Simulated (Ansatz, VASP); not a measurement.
# SnO in VASP and in Ansatz

INCAR

```
ALGO = Normal
DIPOL = 0.5 0.5 0.401
EDIFF = 1E-6
ENCUT = 520
GGA = PE
IDIPOL = 3
ISIF = 2
ISMEAR = 0
IVDW = 12
LASPH = T
LCHARG = F
LDIPOL = T
LREAL = F
LWAVE = F
NBANDS = 50
NELM = 100
PREC = Accurate
SIGMA = 0.05
```

Contents of KPOINTS:

```
k-points
0
Gamma
  7 7 1
```

File POSCAR:

```
SnO
1.0
    3.8206509079      0.0000053603      0.0000000000
   -0.0000052472      3.8206509079      0.0000000000
    0.0000000000      0.0000000000     22.2280089981
Sn O
4 4
Direct
    0.9998502662      0.9998502662      0.2024472817
    0.4998491692      0.4998491692      0.3087997895
    0.4998491692      0.6248491692      0.4932517573
    0.9998502662      1.1248502662      0.5996042650
    0.9998512723      0.4998508145      0.2556235141
    0.4998508145      0.9998512723      0.2556235141
    0.4998481630      1.1248486208      0.5464279896
    0.9998486208      0.6248481630      0.5464279896
```

Input for Ansatz:

```yaml
crystal:
  lattice:
    - [3.8206509079, 5.3603e-06, 0.0]
    - [-5.2472e-06, 3.8206509079, 0.0]
    - [0.0, 0.0, 22.2280089981]
  atoms:
    - { symbol: Sn, position: [0.9998502662, 0.9998502662, 0.2024472817] }
    - { symbol: O, position: [0.9998512723, 0.4998508145, 0.2556235141] }
    - { symbol: O, position: [0.4998508145, 0.9998512723, 0.2556235141] }
    - { symbol: Sn, position: [0.4998491692, 0.4998491692, 0.3087997895] }
    - { symbol: Sn, position: [0.4998491692, 0.6248491692, 0.4932517573] }
    - { symbol: O, position: [0.499848163, 1.1248486208, 0.5464279896] }
    - { symbol: O, position: [0.9998486208, 0.624848163, 0.5464279896] }
    - { symbol: Sn, position: [0.9998502662, 1.1248502662, 0.599604265] }
basis:
  ecutwfc: 420
kpoints:
  mp_grid: { grid: [7, 7, 1] }
hamiltonian:
  xc: pbe
  dispersion: d3bj
scf:
  occupations: { method: gaussian, width: 0.05 }
output:
  forces: true
  eigenvalues: true
efield:
  axis: 3
  dipole_correction: true
  ramp_width: 0.04
```

Alike in both runs: task single point; functional PBE; dispersion D3(BJ); k mesh 7 × 7 × 1; occupations gaussian, width 0.05 eV; no spin polarisation.

|  | VASP | Ansatz |
| --- | --- | --- |
| version | VASP 6.6.1 | Ansatz 0.2.0 |
| potentials or method | VASP PAW PBE potentials, release 64 (Sn_d, O), cutoff 520 eV | scalar-relativistic, plane waves, PAW |
| valence electrons in the cell | 80 | 80 |

```tsv
	VASP	Ansatz	Ansatz less VASP
gap on the k mesh at the Fermi level (eV)	2.32	2.33	+0.007
least direct gap on the mesh (eV)	2.52	2.56	+0.039
rms of the force components (eV/Å)	0.024	0.031	+0.0070
```

Ansatz's warnings: structure snapped to symmetry.
